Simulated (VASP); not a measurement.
# BN in VASP: further runs, part 3 of 3

VASP 6.6.1. Earlier steps stand in the parts before.

### Step 6. Electric field gradients, PBEsol (equal xy, yz and zx shear strains of +2 %)

Input file INCAR:

```
  ALGO = Normal
  EDIFF = 1E-8
  ENCUT = 520
  GGA = PS
  ISIF = 2
  ISMEAR = -1
  LASPH = True
  LCHARG = False
  LEFG = True
  LREAL = False
  LWAVE = False
  NBANDS = 16
  NELM = 60
  PREC = Accurate
  SIGMA = 0.03
```

Input file KPOINTS:

```
k-points
0
Gamma
  11 11 4
```

Input file POSCAR:

```
BN
1.0
    2.5039917043      0.0250399170      0.0250399170
   -1.2303106479      2.1560004683      0.0091652458
    0.0666120000      0.0666120000      6.6612000000
B N
2 2
Direct
    0.3333333333      0.6666666667      0.2500000000
    0.6666666667      0.3333333333      0.7500000000
    0.3333333333      0.6666666667      0.7500000000
    0.6666666667      0.3333333333      0.2500000000
```

Potentials or basis: VASP PAW PBE potentials, release 64 (B, N).

Launch:

```sh
$ cat potpaw_PBE.64/B/POTCAR potpaw_PBE.64/N/POTCAR > POTCAR
$ mpirun -np 1 vasp_std > vasp.out
```

OUTCAR:

```text
EDIFF = 1E-8
   ENCUT = 520
   GGA = PS
   ISIF = 2
   ISMEAR = -1
   LASPH = True
   LREAL = False
   NELM = 60
   PREC = Accurate

 ion  position               nearest neighbor table
   1  0.333  0.667  0.250-   4 1.43   4 1.45   4 1.46
   2  0.667  0.333  0.750-   3 1.43   3 1.45   3 1.46
   3  0.333  0.667  0.750-   2 1.43   2 1.45   2 1.46
   4  0.667  0.333  0.250-   1 1.43   1 1.45   1 1.46

  LATTYP: Found a triclinic cell.
 ALAT       =     2.5042420910
 B/A-ratio  =     0.9912599912
 C/A-ratio  =     3.1426218773
 COS(alpha) =     0.0006946944
 COS(beta)  =     0.4658351233
 COS(gamma) =     0.4868514561

  Lattice vectors:

 A1 = (   2.5039917043,   0.0250399170,   0.0250399170)
 A2 = (   1.2303106479,  -2.1560004683,  -0.0091652458)
 A3 = (   3.7110607607,   2.1394683023,  -6.6019549202)

Analysis of symmetry for initial positions (statically):
=====================================================================
 Subroutine PRICEL returns:
 Original cell was already a primitive cell.

 Routine SETGRP: Setting up the symmetry group for a
 triclinic supercell.

 Subroutine GETGRP returns: Found  2 space group operations
 (whereof  2 operations were pure point group operations)
 out of a pool of  2 trial point group operations.

The static configuration has the point symmetry S_2 .

Analysis of symmetry for dynamics (positions and initial velocities):
=====================================================================
 Subroutine PRICEL returns:
 Original cell was already a primitive cell.

[... 172 lines left out ...]
      6       0.8508      2.00000
[... 433 lines left out ...]
      3      -5.2557      2.00000
      4      -5.1899      2.00000
      5      -2.9319      2.00000
      6      -2.8647      2.00000
[... 8 lines left out ...]
     15      16.4519      0.00000
     16      18.5748      0.00000

 [... further k-points ...]
[... 5 lines left out ...]
  --------------------------------------------------------------------------------------
  -------------------------------------------------------------------------------------
  Total        0.2006194      0.1970575      0.1608565     -1.6922132     -0.0356814     -0.0357436
  in kB        8.8892301      8.7314055      7.1273778    -74.9801379     -1.5810030     -1.5837600
  external PRESSURE =       8.2493378 kB  Pullay stress =       0.0000000 kB

 VOLUME and BASIS-vectors are now :
 -----------------------------------------------------------------------------
  energy-cutoff  :      520.00
  volume of cell :       36.16
      direct lattice vectors                 reciprocal lattice vectors
     2.503991704  0.025039917  0.025039917     0.397158100  0.226662759 -0.006238209
    -1.230310648  2.156000468  0.009165246    -0.004566686  0.461235249 -0.004566686
     0.066612000  0.066612000  6.661200000    -0.001486662 -0.001486662  0.150152834

 POSITION                                       TOTAL-FORCE (eV/Angst)
 -----------------------------------------------------------------------------------
      0.03111      1.46233      1.67976        -0.262198      0.012551     -0.002860
      1.30918      0.78532      5.01565         0.262198     -0.012551      0.002860
      0.06442      1.49564      5.01036        -0.264754      0.012648     -0.002306
      1.27588      0.75201      1.68505         0.264754     -0.012648      0.002306
 -----------------------------------------------------------------------------------
    total drift:                                0.000000     -0.000000     -0.000000

  FREE ENERGIE OF THE ION-ELECTRON SYSTEM (eV)
  ---------------------------------------------------
  free  energy   TOTEN  =       -36.5485115669 eV

  energy  without entropy=      -36.5485115669  energy(sigma->0) =      -36.54851157

 Electric field gradients (V/A^2)
---------------------------------------------------------------------
 ion       V_xx      V_yy      V_zz      V_xy      V_xz      V_yz
---------------------------------------------------------------------
   1     -17.331   -17.305    34.636     0.873    -0.508    -0.507
   2     -17.331   -17.305    34.636     0.873    -0.508    -0.507
   3      -2.076    -2.115     4.191     3.695     0.053     0.053
   4      -2.076    -2.115     4.191     3.695     0.053     0.053
---------------------------------------------------------------------

 Electric field gradients after diagonalization (V/A^2)
 (convention: |V_zz| > |V_xx| > |V_yy|)
----------------------------------------------------------------------
 ion       V_xx      V_yy      V_zz     asymmetry (V_yy - V_xx)/ V_zz
----------------------------------------------------------------------
   1     -18.191   -16.455    34.646       0.050
   2     -18.191   -16.455    34.646       0.050
   3       4.194     1.598    -5.791       0.448
   4       4.194     1.598    -5.791       0.448
----------------------------------------------------------------------

           NMR quadrupolar parameters

 Cq : quadrupolar parameter    Cq=e*Q*V_zz/h
 eta: asymmetry parameters     (V_yy - V_xx)/ V_zz
 Q  : nuclear electric quadrupole moment in mb (millibarn)
----------------------------------------------------------------------
 ion       Cq(MHz)       eta       Q (mb)
----------------------------------------------------------------------
   1       0.084       0.050       1.000
   2       0.084       0.050       1.000
   3      -0.014       0.448       1.000
   4      -0.014       0.448       1.000
----------------------------------------------------------------------
```

stdout:

```text
POSCAR found type information on POSCAR B N
 POSCAR found :  2 types and       4 ions
 scaLAPACK will be used
 -----------------------------------------------------------------------------
|                                                                             |
|                                                                             |
|     You enforced a specific xc type in the INCAR file but a different       |
|     I HOPE YOU KNOW WHAT YOU ARE DOING!                                     |
|                                                                             |
 -----------------------------------------------------------------------------

 LDA part: xc-table for (Slater+PW92), standard interpolation
 POSCAR, INCAR and KPOINTS ok, starting setup
 FFT: planning ... GRIDC
 FFT: planning ... GRID_SOFT
 FFT: planning ... GRID
 WAVECAR not read
 entering main loop
ion   1
     0.0000257    -1.0038552     0.4177124   -25.0325488     0.4180713     0.0184282
     0.0000354    -1.0038552     0.4177124   -25.0325487     0.4180713     0.0184282
     0.0000487    -1.0038552     0.4177124   -25.0325486     0.4180713     0.0184282
     0.0000671    -1.0038552     0.4177124   -25.0325485     0.4180713     0.0184282
[... 34 lines left out ...]
     0.0000281    -3.8930708     0.0629114   -10.1564432     0.0629493    -0.0083982
     0.0000381    -3.8930704     0.0629114   -10.1564429     0.0629493    -0.0083982
     0.0000517    -3.8930698     0.0629114   -10.1564423     0.0629493    -0.0083982
     0.0000701    -3.8930687     0.0629114   -10.1564413     0.0629493    -0.0083982
```

Run time: 95 s. Hardware: 1 thread of Intel Xeon Platinum 8488C (Sapphire Rapids), shared host; peak memory 0.22 GiB.

What came out:

- Free energy: -36.5485 eV
- Pressure: 0.8 GPa
- Largest force: 0.265 eV/Å
- Band gap on the k mesh: 4.15 eV, indirect (least direct gap 4.58 eV)

Forces in eV/Å, atoms in the order of the input:
```
B   -0.262  0.013 -0.003
B    0.262 -0.013  0.003
N   -0.265  0.013 -0.002
N    0.265 -0.013  0.002
```

Stress tensor (GPa, compression positive):
```
 0.89 -7.50 -0.16
-7.50  0.87 -0.16
-0.16 -0.16  0.71
```

Levels at points of the mesh, in eV from the valence-band top:
| k point | band 6 | band 7 | band 8 | band 9 | band 10 | band 11 |
| --- | --- | --- | --- | --- | --- | --- |
| (0.00, 0.00, 0.00) | -1.36 | -1.30 | -1.26 | 4.99 | 10.10 | 11.15 |
| (0.00, 0.00, 0.50) | -1.38 | -1.28 | -1.28 | 7.38 | 7.38 | 11.27 |

Electric field gradients, principal values (V/Å²):
```tsv
atom	least	middle	greatest (by size)
1 B	-16.455	-18.191	34.646
2 B	-16.455	-18.191	34.646
3 N	1.598	4.194	-5.791
4 N	1.598	4.194	-5.791
```

Caveat: the cell differs from its parent crystal (equal xy, yz and zx shear strains of +2 %); without QUAD_EFG the Cq values of the log hold for a quadrupole moment of 1 mb, not for the nuclei; the PAW data sets were made with another functional, which shifts forces and pressure a little.

### Step 7. The runs side by side

```tsv
cell	gap on the mesh (eV)	pressure (GPa)
a = 2.470, b = 2.470, c = 6.571 Å, angles 90.0, 90.0, 120.0°, 4 atoms	4.28	11.4
a = 2.554, b = 2.554, c = 6.661 Å, angles 90.0, 90.0, 120.0°, 4 atoms	4.13	-12.4
a = 2.504, b = 2.504, c = 6.794 Å, angles 90.0, 90.0, 120.0°, 4 atoms	4.26	0.6
a = 2.504, b = 2.482, c = 6.662 Å, angles 89.6, 88.8, 119.1°, 4 atoms	4.15	0.8
```

Alike in all rows: task electric field gradients; level PBEsol; potentials or basis VASP PAW PBE potentials, release 64 (B, N); no spin polarisation; k mesh 11 × 11 × 4; cutoff (eV) 520; smearing fermi-dirac 0.03 eV.

Caveats: the PAW data sets were made with another functional, which shifts forces and pressure a little; this functional lacks dispersion, which binds the layers, so the pressure and a relaxed spacing across them are unreliable (some runs).

Absolute energies hang on the potentials; compare differences alone.
